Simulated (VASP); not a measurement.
# TiO2 (I4_1/amd) in VASP: further runs, part 3 of 3

VASP 6.6.1.

### Step 5. Electric field gradients, PBE (equal xx and yy strain of +1 %)

Input file INCAR:

```
PREC = Accurate
ENCUT = 520
EDIFF = 1E-8
ISMEAR = -1
SIGMA = 0.08
LREAL = F
LASPH = T
NELM = 100
ALGO = Normal
ISIF = 2
LWAVE = F
LCHARG = F
GGA = PE
LEFG = T
NBANDS = 33
```

Input file KPOINTS:

```
Automatic mesh
0
Gamma
  13 13 13
```

Input file POSCAR:

```
TiO2
1.0
   -1.9114250000      1.9114250000      4.7570000000
    1.9114250000     -1.9114250000      4.7570000000
    1.9114250000      1.9114250000     -4.7570000000
Ti O
2 4
Direct
    0.0000000000      0.0000000000      0.0000000000
    0.7500000000      0.2500000000      0.5000000000
    0.2066000000      0.2066000000      0.0000000000
    0.9566000000      0.4566000000      0.5000000000
    0.5434000000      0.0434000000      0.5000000000
    0.7934000000      0.7934000000      0.0000000000
```

Potentials or basis: VASP PAW PBE potentials, release 64 (Ti_sv, O).

Run with:

```
> cat potpaw_PBE.64/Ti_sv/POTCAR potpaw_PBE.64/O/POTCAR > POTCAR
> mpirun -np 1 vasp_std > vasp.out
```

OUTCAR:

```text
PREC = Accurate
   ENCUT = 520
   EDIFF = 1E-8
   ISMEAR = -1
   LREAL = F
   LASPH = T
   NELM = 100
   ISIF = 2
   GGA = PE

 ion  position               nearest neighbor table
   1  0.000  0.000  0.000-   5 1.96   4 1.96   5 1.96   4 1.96   3 1.97   6 1.97
   2  0.750  0.250  0.500-   6 1.96   3 1.96   6 1.96   3 1.96   4 1.97   5 1.97
   3  0.207  0.207  0.000-   2 1.96   2 1.96   1 1.97
   4  0.957  0.457  0.500-   1 1.96   1 1.96   2 1.97
   5  0.543  0.043  0.500-   1 1.96   1 1.96   2 1.97
   6  0.793  0.793  0.000-   2 1.96   2 1.96   1 1.97

  LATTYP: Found a body centered tetragonal cell.
 ALAT       =     3.8228500000
 C/A-ratio  =     2.4887191493

  Lattice vectors:

 A1 = (  -1.9114250000,   1.9114250000,   4.7570000000)
 A2 = (   1.9114250000,  -1.9114250000,   4.7570000000)
 A3 = (   1.9114250000,   1.9114250000,  -4.7570000000)

Analysis of symmetry for initial positions (statically):
=====================================================================
 Subroutine PRICEL returns:
 Original cell was already a primitive cell.

 Routine SETGRP: Setting up the symmetry group for a
 body centered tetragonal supercell.

 Subroutine GETGRP returns: Found 16 space group operations
 (whereof  8 operations were pure point group operations)
 out of a pool of 16 trial point group operations.

The static configuration has the point symmetry D_2d.
 The point group associated with its full space group is D_4h.

Analysis of symmetry for dynamics (positions and initial velocities):
=====================================================================
 Subroutine PRICEL returns:
 Original cell was already a primitive cell.

 Routine SETGRP: Setting up the symmetry group for a
 body centered tetragonal supercell.

 Subroutine GETGRP returns: Found 16 space group operations
 (whereof  8 operations were pure point group operations)
 out of a pool of 16 trial point group operations.

The dynamic configuration has the point symmetry D_2d.
 The point group associated with its full space group is D_4h.

 Subroutine INISYM returns: Found 16 space group operations
 (whereof  8 operations are pure point group operations),
 and found     1 'primitive' translations

----------------------------------------------------------------------------------------

                                     Primitive cell

  volume of cell :      69.5197

  direct lattice vectors                    reciprocal lattice vectors
    -1.911425000  1.911425000  4.757000000     0.000000000  0.261584943  0.105108262
     1.911425000 -1.911425000  4.757000000     0.261584943  0.000000000  0.105108262
     1.911425000  1.911425000 -4.757000000     0.261584943  0.261584943  0.000000000

  length of vectors
     5.471392881  5.471392881  5.471392881     0.281912095  0.281912095  0.369936974

  position of ions in fractional coordinates (direct lattice)
     0.000000000  0.000000000  0.000000000
     0.750000000  0.250000000  0.500000000
     0.206600000  0.206600000  0.000000000
     0.956600000  0.456600000  0.500000000
     0.543400000  0.043400000  0.500000000
     0.793400000  0.793400000  0.000000000

[... 100 lines left out ...]
     AMIX_MAG =   1.60;   BMIX_MAG =  1.00
  volume/ion in A,a.u.               =      11.59        78.19
  Fermi-wavevector in a.u.,A,eV,Ry     =   1.446947  2.734334 28.485922  2.093656
  Thomas-Fermi vector in A             =   2.564958
   LORBIT       =      0    0 simple, 1 ext, 2 COOP (PROOUT), +10 PAW based schemes
   GGA     = PE    functional components
   LHFCALC =     F    Hartree Fock is set to
   AEXX    =    0.0000 exact exchange contribution
   IVDW    =     0    specifies the selected vdW correction
   LEPSILON=     F    determine dielectric tensor
   LRPA    =     F    only Hartree local field effects (RPA)
 non-spin polarized calculation
  energy-cutoff  :      520.00
  volume of cell :       69.52
 maximum number of plane-waves:      1890
 NGX is ok and might be reduce to    42
   NGX = 21   NGY = 21   NGZ = 21

 number of electron      48.0000001 magnetization

 Free energy of the ion-electron system (eV)
  ---------------------------------------------------
  ext. energy  EPLUGINS =         0.00000000
  ---------------------------------------------------
  free energy    TOTEN  =       -53.83845209 eV

  energy without entropy =      -53.83845191  energy(sigma->0) =      -53.83845200

 E-fermi :   4.3191     XC(G=0): -10.6242

 val. band max:        3.1648052483   @ k =  -0.4615   0.4615   0.0000
 cond. band min:       5.2669837784   @ k =   0.0000   0.0000   0.0000
 fundamental gap:      2.1021785301
 Fermi energy:         4.3190658064

 k-point     1 :       0.0000    0.0000    0.0000
  band No.  band energies     occupation
      1     -53.2440      2.00000
      2     -53.1864      2.00000
      3     -29.6971      2.00000
      4     -29.4597      2.00000
      5     -29.4597      2.00000
      6     -29.3894      2.00000
[... 853 lines left out ...]
     32       9.6444      0.00000
     33       9.7542      0.00000

 [... further k-points ...]
[... 5 lines left out ...]
  --------------------------------------------------------------------------------------
  -------------------------------------------------------------------------------------
  Total        0.1685523      0.1685523      2.8084394      0.0000000      0.0000000      0.0000000
  in kB        3.8845217      3.8845217     64.7243917      0.0000000      0.0000000      0.0000000
  external PRESSURE =      24.1644784 kB  Pullay stress =       0.0000000 kB

 VOLUME and BASIS-vectors are now :
 -----------------------------------------------------------------------------
  energy-cutoff  :      520.00
  volume of cell :       69.52
      direct lattice vectors                 reciprocal lattice vectors
    -1.911425000  1.911425000  4.757000000     0.000000000  0.261584943  0.105108262
     1.911425000 -1.911425000  4.757000000     0.261584943  0.000000000  0.105108262
     1.911425000  1.911425000 -4.757000000     0.261584943  0.261584943  0.000000000

 POSITION                                       TOTAL-FORCE (eV/Angst)
 -----------------------------------------------------------------------------------
      0.00000      0.00000      0.00000         0.000000      0.000000     -0.000000
     -0.00000      1.91142      2.37850         0.000000      0.000000     -0.000000
      0.00000      0.00000      1.96559         0.000000      0.000000      0.360677
      0.00000      1.91142      4.34409         0.000000      0.000000      0.360677
      0.00000      1.91142      0.41291        -0.000000     -0.000000     -0.360677
      0.00000      0.00000      7.54841        -0.000000     -0.000000     -0.360677
 -----------------------------------------------------------------------------------
    total drift:                                0.000000     -0.000000     -0.000000

  FREE ENERGIE OF THE ION-ELECTRON SYSTEM (eV)
  ---------------------------------------------------
  free  energy   TOTEN  =       -53.8384520861 eV

  energy  without entropy=      -53.8384519095  energy(sigma->0) =      -53.83845200

 Electric field gradients (V/A^2)
---------------------------------------------------------------------
 ion       V_xx      V_yy      V_zz      V_xy      V_xz      V_yz
---------------------------------------------------------------------
   1       5.549     5.549   -11.098    -0.001     0.000     0.000
   2       5.549     5.549   -11.098    -0.001     0.000     0.000
   3      -8.542    18.854   -10.313    -0.000    -0.001    -0.001
   4      18.854    -8.542   -10.313    -0.000    -0.001    -0.001
   5      -8.542    18.854   -10.313    -0.000    -0.001    -0.001
   6      18.854    -8.542   -10.313    -0.000    -0.001    -0.001
---------------------------------------------------------------------

 Electric field gradients after diagonalization (V/A^2)
 (convention: |V_zz| > |V_xx| > |V_yy|)
----------------------------------------------------------------------
 ion       V_xx      V_yy      V_zz     asymmetry (V_yy - V_xx)/ V_zz
----------------------------------------------------------------------
   1       5.550     5.549   -11.098       0.000
   2       5.550     5.549   -11.098       0.000
   3     -10.313    -8.541    18.854       0.094
   4     -10.313    -8.541    18.854       0.094
   5     -10.313    -8.541    18.854       0.094
   6     -10.313    -8.541    18.854       0.094
----------------------------------------------------------------------

           NMR quadrupolar parameters

 Cq : quadrupolar parameter    Cq=e*Q*V_zz/h
 eta: asymmetry parameters     (V_yy - V_xx)/ V_zz
 Q  : nuclear electric quadrupole moment in mb (millibarn)
----------------------------------------------------------------------
 ion       Cq(MHz)       eta       Q (mb)
----------------------------------------------------------------------
   1      -0.027       0.000       1.000
   2      -0.027       0.000       1.000
   3       0.046       0.094       1.000
   4       0.046       0.094       1.000
   5       0.046       0.094       1.000
   6       0.046       0.094       1.000
----------------------------------------------------------------------
```

OSZICAR:

```text
N       E                     dE             d eps       ncg     rms          rms(c)
DAV:   1     0.659703372135E+03    0.65970E+03   -0.24303E+04 12936   0.168E+03
DAV:   2     0.303672130426E+02   -0.62934E+03   -0.58331E+03 14061   0.504E+02
DAV:   3    -0.661576877658E+02   -0.96525E+02   -0.94729E+02 17607   0.190E+02
DAV:   4    -0.710147762993E+02   -0.48571E+01   -0.48471E+01 19564   0.414E+01
[... 10 lines left out ...]
DAV:  15    -0.538384518412E+02   -0.47588E-05   -0.50709E-05 16001   0.462E-02    0.595E-03
DAV:  16    -0.538384522021E+02   -0.36083E-06   -0.35312E-06 17132   0.124E-02    0.306E-03
DAV:  17    -0.538384521067E+02    0.95398E-07   -0.46744E-07 18280   0.705E-03    0.797E-04
DAV:  18    -0.538384520910E+02    0.15672E-07   -0.67724E-08 15980   0.179E-03    0.634E-04
DAV:  19    -0.538384520861E+02    0.49076E-08   -0.14513E-08  9701   0.867E-04
   1 F= -.53838452E+02 E0= -.53838452E+02  d E =-.176550E-06
```

stdout:

```text
POSCAR found type information on POSCAR TiO
 POSCAR found :  2 types and       6 ions
 scaLAPACK will be used
 LDA part: xc-table for (Slater+PW92), standard interpolation
 POSCAR, INCAR and KPOINTS ok, starting setup
 FFT: planning ... GRIDC
 FFT: planning ... GRID_SOFT
 FFT: planning ... GRID
 WAVECAR not read
 entering main loop
ion   1

ion   2

ion   3

ion   4

ion   5

ion   6
```

Run time: 9 min. Hardware: 1 thread of Intel Xeon 6975P-C (Granite Rapids), shared host; peak memory 0.49 GiB.

What came out:

| Item | Value |
| --- | --- |
| Free energy | -53.8385 eV |
| Pressure | 2.4 GPa |
| Largest force | 0.361 eV/Å |
| Band gap on the k mesh | 2.10 eV, indirect (least direct gap 2.39 eV) |

Forces on the atoms (eV/Å):
```
Ti   0.000  0.000  0.000
Ti   0.000  0.000  0.000
O    0.000  0.000  0.361
O    0.000  0.000  0.361
O    0.000  0.000 -0.361
O    0.000  0.000 -0.361
```

Electric field gradients, principal values (V/Å²):
```csv
atom,least,middle,greatest (by size)
1 Ti,5.549,5.550,-11.098
2 Ti,5.549,5.550,-11.098
3 O,-8.541,-10.313,18.854
4 O,-8.541,-10.313,18.854
5 O,-8.541,-10.313,18.854
6 O,-8.541,-10.313,18.854
```

Caveat: the cell differs from its parent crystal (equal xx and yy strain of +1 %); without QUAD_EFG the Cq values of the log hold for a quadrupole moment of 1 mb, not for the nuclei. A k mesh can miss the band edges.

### Step 6. Summary

```tsv
cell	gap on the mesh (eV)	pressure (GPa)	largest force (eV/Å)
a = 5.476 Å, angles 139.4, 139.4, 58.7°, 6 atoms	2.13	4.4	0.29
a = 5.485 Å, angles 138.8, 138.8, 59.7°, 6 atoms	2.05	-1.4	0.35
a = 5.530 Å, angles 139.4, 139.4, 58.7°, 6 atoms	2.07	-1.8	0.11
a = 5.471 Å, angles 139.1, 139.1, 59.2°, 6 atoms	2.10	2.4	0.36
```

Alike in all rows: task electric field gradients; level PBE; potentials or basis VASP PAW PBE potentials, release 64 (Ti_sv, O); no spin polarisation; k mesh 13 × 13 × 13; cutoff (eV) 520; smearing fermi-dirac 0.08 eV.

Total energies depend on the potentials used, so only differences within one code and one set of settings carry meaning.
